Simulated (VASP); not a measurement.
# Li (P6/mmm) in VASP: further runs, part 2 of 2

VASP 6.6.1. Earlier steps stand in the parts before.

## (5) Single point, revPBE

This run uses another cell than the first one, of 21.17 Å³/atom.

The input, INCAR:

```
SYSTEM = Li
  ALGO = Normal
  EDIFF = 1E-7
  ENCUT = 520
  GGA = RE
  ISIF = 2
  ISMEAR = -1
  LASPH = .True.
  LCHARG = .False.
  LREAL = .False.
  LWAVE = .False.
  NBANDS = 12
  NELM = 80
  PREC = Accurate
  SIGMA = 0.1
```

The input, KPOINTS:

```
k-points
0
Gamma
  10 10 14
  0 0 0
```

The input, POSCAR:

```
Li
1.0
    5.0003287299      0.0000000000      0.0000000000
   -2.5001643649      4.3304117074      0.0000000000
    0.0000000000      0.0000000000      2.9336315798
Li
3
Direct
    0.0000000000      0.0000000000      1.0000000000
    0.3333333333      0.6666666667      0.5000000000
    0.6666666667      0.3333333333      0.5000000000
```

Potentials or basis: VASP PAW PBE potentials, release 64 (Li_sv).

Command:

```bash
> cat potpaw_PBE.64/Li_sv/POTCAR > POTCAR
> mpirun -np 1 vasp_std > vasp.out
```

OUTCAR:

```text
SYSTEM = Li
   EDIFF = 1E-7
   ENCUT = 520
   GGA = RE
   ISIF = 2
   ISMEAR = -1
   LASPH = .True.
   LREAL = .False.
   NELM = 80
   PREC = Accurate

 ion  position               nearest neighbor table
   1  0.000  0.000  0.000-
   2  0.333  0.667  0.500-
   3  0.667  0.333  0.500-

  LATTYP: Found a hexagonal cell.
 ALAT       =     5.0003287299
 C/A-ratio  =     0.5866877436

  Lattice vectors:

 A1 = (   5.0003287299,   0.0000000000,   0.0000000000)
 A2 = (  -2.5001643649,   4.3304117074,   0.0000000000)
 A3 = (   0.0000000000,   0.0000000000,   2.9336315798)

Analysis of symmetry for initial positions (statically):
=====================================================================
 Subroutine PRICEL returns:
 Original cell was already a primitive cell.

 Routine SETGRP: Setting up the symmetry group for a
 hexagonal supercell.

 Subroutine GETGRP returns: Found 24 space group operations
 (whereof 24 operations were pure point group operations)
 out of a pool of 24 trial point group operations.

The static configuration has the point symmetry D_6h.

Analysis of symmetry for dynamics (positions and initial velocities):
=====================================================================
 Subroutine PRICEL returns:
 Original cell was already a primitive cell.

 Routine SETGRP: Setting up the symmetry group for a
 hexagonal supercell.

 Subroutine GETGRP returns: Found 24 space group operations
 (whereof 24 operations were pure point group operations)
 out of a pool of 24 trial point group operations.

The dynamic configuration has the point symmetry D_6h.

 Subroutine INISYM returns: Found 24 space group operations
 (whereof 24 operations are pure point group operations),
 and found     1 'primitive' translations

----------------------------------------------------------------------------------------

                                     Primitive cell

  volume of cell :      63.5233

  direct lattice vectors                    reciprocal lattice vectors
     5.000328730  0.000000000  0.000000000     0.199986852  0.115462463  0.000000000
    -2.500164365  4.330411707  0.000000000     0.000000000  0.230924925  0.000000000
     0.000000000  0.000000000  2.933631580     0.000000000  0.000000000  0.340874433

  length of vectors
     5.000328730  5.000328730  2.933631580     0.230924925  0.230924925  0.340874433

  position of ions in fractional coordinates (direct lattice)
     0.000000000  0.000000000  0.000000000
     0.333333333  0.666666667  0.500000000
     0.666666667  0.333333333  0.500000000

  ion indices of the primitive-cell ions
   primitive index   ion index
                 1           1
                 2           2
                 3           3

----------------------------------------------------------------------------------------

 KPOINTS: k-points

Automatic generation of k-mesh.
 Grid dimensions read from file:
 generate k-points for:   10   10   14

 Generating k-lattice:

  Cartesian coordinates                     Fractional coordinates (reciprocal lattice)
     0.019998685  0.011546246  0.000000000     0.100000000 -0.000000000  0.000000000
[... 39 lines left out ...]
  0.400000  0.100000  0.071429     24.000000
 [... further k-points ...]
   k-points           NKPTS =    112   k-points in BZ     NKDIM =    112   number of bands    NBANDS=     12
   number of dos      NEDOS =    301   number of ions     NIONS =      3
   total plane-waves  NPLWV =  38400
   dimension x,y,z NGX =    40 NGY =   40 NGZ =   24
   dimension x,y,z NGXF=    80 NGYF=   80 NGZF=   48
   ions per type =               3
   NGX,Y,Z   is equivalent  to a cutoff of  13.30, 13.30, 13.60 a.u.
   NGXF,Y,Z  is equivalent  to a cutoff of  26.60, 26.60, 27.20 a.u.
 SYSTEM =  Li
   PREC   = accura    normal or accurate (medium, high low for compatibility)
   ISTART =      0    job   : 0-new  1-cont  2-samecut
   ICHARG =      2    charge: 1-file 2-atom 10-const
   ISPIN  =      1    spin polarized calculation?
   LNONCOLLINEAR =      F non collinear calculations
   LSORBIT =      F    spin-orbit coupling
   LASPH  =      T    aspherical Exc in radial PAW
   ENCUT  =  520.0 eV  38.22 Ry    6.18 a.u.   9.30  9.30  5.45*2*pi/ulx,y,z
   NELM   =     80;   NELMIN=  2; NELMDL= -5     # of ELM steps
   EDIFF  = 0.1E-06   stopping-criterion for ELM
   LREAL  =      F    real-space projection
   EDIFFG = 0.1E-05   stopping-criterion for IOM
   NSW    =      0    number of steps for IOM
   IBRION =     -1    ionic relax: 0-MD 1-quasi-New 2-CG
   NFREE  =      0    steps in history (QN), initial steepest desc. (CG)
   ISIF   =      2    stress and relaxation
   ISYM   =      2    0-nonsym 1-usesym 2-fastsym
   POTIM  = 0.5000    time-step for ionic-motion
   TEBEG  =    0.0;   TEEND  =   0.0 temperature during run
   PSTRESS=    0.0 pullay stress
   NELECT =       9.0000    total number of electrons
   NUPDOWN=      -1.0000    fix difference up-down
   EMIN   =  10.00;   EMAX   =-10.00  energy-range for DOS
   EFERMI =   0.00;   METHOD = LEGACY
   ISMEAR =    -1;   SIGMA  =   0.10  broadening in eV -4-tet -1-fermi 0-gaus
   EFERMI_NEDOS =   21; number of points for ismear=-14 and -15
   IALGO  =     38    algorithm
   IMIX   =      4    mixing-type and parameters
     AMIX     =   0.40;   BMIX     =  1.00
     AMIX_MAG =   1.60;   BMIX_MAG =  1.00
  volume/ion in A,a.u.               =      21.17       142.89
  Fermi-wavevector in a.u.,A,eV,Ry     =   0.853450  1.612786  9.910161  0.728376
  Thomas-Fermi vector in A             =   1.969894
   LORBIT       =      0    0 simple, 1 ext, 2 COOP (PROOUT), +10 PAW based schemes
   GGA     = RE    functional components
   LHFCALC =     F    Hartree Fock is set to
   AEXX    =    0.0000 exact exchange contribution
   IVDW    =     0    specifies the selected vdW correction
   LEPSILON=     F    determine dielectric tensor
   LRPA    =     F    only Hartree local field effects (RPA)
 non-spin polarized calculation
  energy-cutoff  :      520.00
  volume of cell :       63.52
 maximum number of plane-waves:      1739
 NGX is ok and might be reduce to    40
   NGX = 19   NGY = 19   NGZ = 11

 number of electron       8.9999995 magnetization

 Free energy of the ion-electron system (eV)
  ---------------------------------------------------
  ext. energy  EPLUGINS =         0.00000000
  ---------------------------------------------------
  free energy    TOTEN  =        -5.41498806 eV

  energy without entropy =       -5.36724578  energy(sigma->0) =       -5.39111692

 E-fermi :   0.5851     XC(G=0):  -6.8591

 val. band max:        0.5696841631   @ k =   0.3000   0.2000   0.4286
 cond. band min:       0.5997846296   @ k =   0.3000   0.1000   0.0000
 fundamental gap:      0.0301004664
 Fermi energy:         0.5850848906

 k-point     1 :       0.0000    0.0000    0.0000
  band No.  band energies     occupation
      1     -46.2390      2.00000
      2     -46.2220      2.00000
      3     -46.1204      2.00000
      4      -2.9424      2.00000
      5       2.6510      0.00000
      6       2.6510      0.00000
      7       2.7066      0.00000
      8       2.7066      0.00000
      9       6.2095      0.00000
     10       6.3685      0.00000
     11      10.5207      0.00000
     12      14.6872      0.00000
[... 331 lines left out ...]
 k-point    24 :       0.4000    0.1000    0.0714
  band No.  band energies     occupation
      1     -46.2327      2.00000
      2     -46.2271      2.00000
      3     -46.1203      2.00000
      4      -1.6000      2.00000
      5      -0.9955      2.00000
      6       0.5350      1.24515
      7       3.9504      0.00000
      8       7.3853      0.00000
      9       8.7718      0.00000
     10       9.4787      0.00000
     11      10.5232      0.00000
     12      10.6603      0.00000

 [... further k-points ...]

------------------------ aborting loop because EDIFF is reached ----------------------------------------

  FORCE on cell =-STRESS in cart. coord.  units (eV):
  Direction    XX          YY          ZZ          XY          YZ          ZX
  --------------------------------------------------------------------------------------
  -------------------------------------------------------------------------------------
  Total       -0.0462918     -0.0462918      0.0105143     -0.0000000      0.0000000      0.0000000
  in kB       -1.1675652     -1.1675652      0.2651894     -0.0000000      0.0000000      0.0000000
  external PRESSURE =      -0.6899803 kB  Pullay stress =       0.0000000 kB

 VOLUME and BASIS-vectors are now :
 -----------------------------------------------------------------------------
  energy-cutoff  :      520.00
  volume of cell :       63.52
      direct lattice vectors                 reciprocal lattice vectors
     5.000328730  0.000000000  0.000000000     0.199986852  0.115462463  0.000000000
    -2.500164365  4.330411707  0.000000000     0.000000000  0.230924925  0.000000000
     0.000000000  0.000000000  2.933631580     0.000000000  0.000000000  0.340874433

 POSITION                                       TOTAL-FORCE (eV/Angst)
 -----------------------------------------------------------------------------------
      0.00000      0.00000      0.00000        -0.000000      0.000000      0.000000
     -0.00000      2.88694      1.46682         0.000000      0.000000      0.000000
      2.50016      1.44347      1.46682        -0.000000      0.000000     -0.000000
 -----------------------------------------------------------------------------------
    total drift:                               -0.000000      0.000000      0.000000

  FREE ENERGIE OF THE ION-ELECTRON SYSTEM (eV)
  ---------------------------------------------------
  free  energy   TOTEN  =        -5.4149880557 eV

  energy  without entropy=       -5.3672457796  energy(sigma->0) =       -5.39111692
```

OSZICAR:

```text
N       E                     dE             d eps       ncg     rms          rms(c)
DAV:   1     0.261951971311E+02    0.26195E+02   -0.35798E+03  2688   0.657E+02
DAV:   2     0.628581965352E+00   -0.25567E+02   -0.24899E+02  3228   0.148E+02
DAV:   3    -0.532728112447E+01   -0.59559E+01   -0.59017E+01  5172   0.389E+01
DAV:   4    -0.541761549014E+01   -0.90334E-01   -0.90277E-01  3364   0.776E+00
DAV:   5    -0.541957841029E+01   -0.19629E-02   -0.19628E-02  4244   0.944E-01    0.377E-01
DAV:   6    -0.541648170936E+01    0.30967E-02   -0.70376E-04  4272   0.162E-01    0.225E-01
DAV:   7    -0.541499949895E+01    0.14822E-02   -0.15262E-03  4756   0.230E-01    0.395E-02
DAV:   8    -0.541499041049E+01    0.90885E-05   -0.26367E-05  3400   0.392E-02    0.250E-03
DAV:   9    -0.541498920166E+01    0.12088E-05   -0.18395E-06  4456   0.694E-03    0.107E-03
DAV:  10    -0.541498799017E+01    0.12115E-05   -0.27121E-08  2632   0.142E-03    0.949E-04
DAV:  11    -0.541498805566E+01   -0.65481E-07   -0.96555E-09  2204   0.719E-04
   1 F= -.54149881E+01 E0= -.53911169E+01  d E =-.477423E-01
```

It took 58 s on 1 thread of Intel Xeon Platinum 8488C (Sapphire Rapids), shared host; peak memory 0.2 GiB.

What came out:

```yaml
Free_energy: -5.4150 eV
Band_gap_on_the_k_mesh: zero (an odd number of electrons rules out a gap without spin polarisation)
```

Levels at points of the mesh, in eV from the Fermi level:
```csv
k point,band 1,band 2,band 3,band 4,band 5,band 6,band 7,band 8,band 9
"(0.00, 0.00, 0.00)",-46.82,-46.81,-46.71,-3.53,2.07,2.07,2.12,2.12,5.62
"(0.50, 0.00, 0.00)",-46.82,-46.81,-46.71,-2.02,-2.00,0.12,2.95,7.89,7.96
"(0.00, 0.00, 0.50)",-46.81,-46.80,-46.70,-0.51,0.09,5.33,5.36,5.36,6.22
"(0.50, 0.00, 0.50)",-46.81,-46.80,-46.70,0.60,0.71,1.91,2.88,3.93,4.87
```

Caveat: the cutoff is under 1.25 times the usual one of these potentials, so pressure, stress and relaxed cells hold a basis-set (Pulay) error; the PAW data sets were made with another functional, which shifts forces and pressure a little.

## (6) Relaxation of cell and atoms, revPBE

This run uses another cell than the first one, of 21.61 Å³/atom.

The input, INCAR:

```
SYSTEM = Li
PREC = Accurate ; ENCUT = 600
EDIFF = 1E-6 ; ISMEAR = -1
SIGMA = 0.1 ; LREAL = .False.
LASPH = .True. ; NELM = 100
ALGO = Normal ; ISIF = 3
LWAVE = .False. ; LCHARG = .False.
GGA = RE ; IBRION = 2
NSW = 80 ; EDIFFG = -0.01
```

The input, KPOINTS:

```
Automatic mesh
0
Gamma
  7 7 10
  0 0 0
```

The input, POSCAR:

```
Li
1.0
    4.9612054717      0.0000000000      0.0000000000
   -2.4806027358      4.2965299719      0.0000000000
    0.0000000000      0.0000000000      3.0412189541
Li
3
Direct
    0.0000000000      0.0000000000      0.0000000000
    0.3333333333      0.6666666667      0.5000000000
    0.6666666667      0.3333333333      0.5000000000
```

Potentials or basis: VASP PAW PBE potentials, release 64 (Li_sv).

Command:

```bash
> cat potpaw_PBE.64/Li_sv/POTCAR > POTCAR
> mpirun -np 1 vasp_std > vasp.out
```

Run time: 96 s. Hardware: 1 thread of Intel Xeon Platinum 8488C (Sapphire Rapids), shared host; peak memory 0.19 GiB.

Results (log left out):

* Free energy: -5.4151 eV
* Relaxed volume: 20.82 Å³/atom
* Relaxed cell: a = 4.972 Å, b = 4.972 Å, c = 2.918 Å, α = 90.00°, β = 90.00°, γ = 120.00°
* Space group after relaxing (to 0.1 Å): P6/mmm (No. 191)
* Energy gained by relaxing: 3.2 meV/atom
* Ionic steps: 7
* Pressure after relaxing: 0.0 GPa
* Band gap on the k mesh: zero (an odd number of electrons rules out a gap without spin polarisation)

Step by step:
```csv
step,energy change (eV),largest force (eV/Å),pressure (GPa),volume (Å³)
1,0.0000,0.0000,-0.35,64.83
2,-0.0029,0.0000,-0.28,64.38
3,-0.0086,0.0000,-0.06,63.05
4,-0.0025,0.0000,0.49,60.38
5,-0.0095,0.0000,0.06,62.39
6,-0.0095,0.0000,0.08,62.31
7,-0.0096,0.0000,0.04,62.47
```

Final structure:
```xyz
3
Lattice="4.9724 0.0000 0.0000 -2.4862 4.3062 0.0000 0.0000 0.0000 2.9176" Properties=species:S:1:pos:R:3 pbc="T T T"
Li    0.0000    0.0000    2.9176
Li    0.0000    2.8708    1.4588
Li    2.4862    1.4354    1.4588
```

Levels at points of the mesh, in eV from the Fermi level:
```
           k point  band 2  band 3  band 4  band 5  band 6  band 7
(0.00, 0.00, 0.00)  -46.80  -46.69   -3.57    2.06    2.06    2.12
(0.00, 0.00, 0.50)  -46.79  -46.68   -0.54    0.08    5.37    5.40
```

Caveat: the cutoff is under 1.25 times the usual one of these potentials, so pressure, stress and relaxed cells hold a basis-set (Pulay) error; the PAW data sets were made with another functional, which shifts forces and pressure a little.

## (7) The runs side by side

| task | cell | k mesh | cutoff (eV) | gap on the mesh (eV) |
| --- | --- | --- | --- | --- |
| single point | a = 5.066, b = 5.066, c = 2.972 Å, angles 90.0, 90.0, 120.0°, 3 atoms | 8 × 8 × 12 | 520 | none |
| single point | a = 5.130, b = 5.130, c = 3.010 Å, angles 90.0, 90.0, 120.0°, 3 atoms | 8 × 8 × 12 | 520 | none |
| single point | a = 5.193, b = 5.193, c = 3.047 Å, angles 90.0, 90.0, 120.0°, 3 atoms | 8 × 8 × 12 | 520 | none |
| single point | a = 5.000, b = 5.000, c = 2.934 Å, angles 90.0, 90.0, 120.0°, 3 atoms | 10 × 10 × 14 | 520 | none |
| relaxation of cell and atoms | relaxed from a = 4.961, b = 4.961, c = 3.041 Å, angles 90.0, 90.0, 120.0°, 3 atoms | 7 × 7 × 10 | 600 | none |

Alike in all rows: level revPBE; potentials or basis VASP PAW PBE potentials, release 64 (Li_sv); no spin polarisation; smearing fermi-dirac 0.1 eV.

Caveats: the cutoff is under 1.25 times the usual one of these potentials, so pressure, stress and relaxed cells hold a basis-set (Pulay) error; the PAW data sets were made with another functional, which shifts forces and pressure a little.

Total energies depend on the potentials used, so only differences within one code and one set of settings carry meaning.

The gap in the log of VASP goes by the Fermi energy; the results here count the filled bands.